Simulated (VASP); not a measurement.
Here is a VASP 6.6.1 calculation.

The input INCAR:

```
SYSTEM = MgB2
PREC = Accurate ; ENCUT = 520
EDIFF = 1E-8 ; ISMEAR = -1
SIGMA = 0.05 ; LREAL = .False.
LASPH = .True. ; NELM = 80
ALGO = Normal ; ISIF = 2
LWAVE = .False. ; LCHARG = .False.
GGA = PE ; LEFG = .True.
NBANDS = 11
```

The input KPOINTS:

```
Automatic mesh
0
Gamma
  12 12 9
  0 0 0
```

POSCAR

```
MgB2
1.0
    3.0746829003      0.0000000000      0.0000000000
   -1.5373414502      2.6627535003      0.0000000000
    0.0000000000      0.0000000000      3.5112173033
Mg B
1 2
Direct
    0.0000000000      0.0000000000      0.0000000000
    0.3333333333      0.6666666667      0.5000000000
    0.6666666667      0.3333333333      0.5000000000
```

Potentials or basis: VASP PAW PBE potentials, release 64 (Mg, B).

The run is started by

```sh
$ cat potpaw_PBE.64/Mg/POTCAR potpaw_PBE.64/B/POTCAR > POTCAR
$ mpirun -np 1 vasp_std > vasp.out
```

Question: Estimate the band gap on the k mesh.

Answer: Zero (band 4 reaches 7.13 eV, above the bottom of band 5 at 3.40 eV).

Question: What does it give for the pressure?

Answer: 0.2 GPa.

Stress tensor (GPa, compression positive):
```
0.32 0.00 0.00
0.00 0.32 0.00
0.00 0.00 0.06
```

Caveat: without QUAD_EFG the Cq values of the log hold for a quadrupole moment of 1 mb, not for the nuclei.
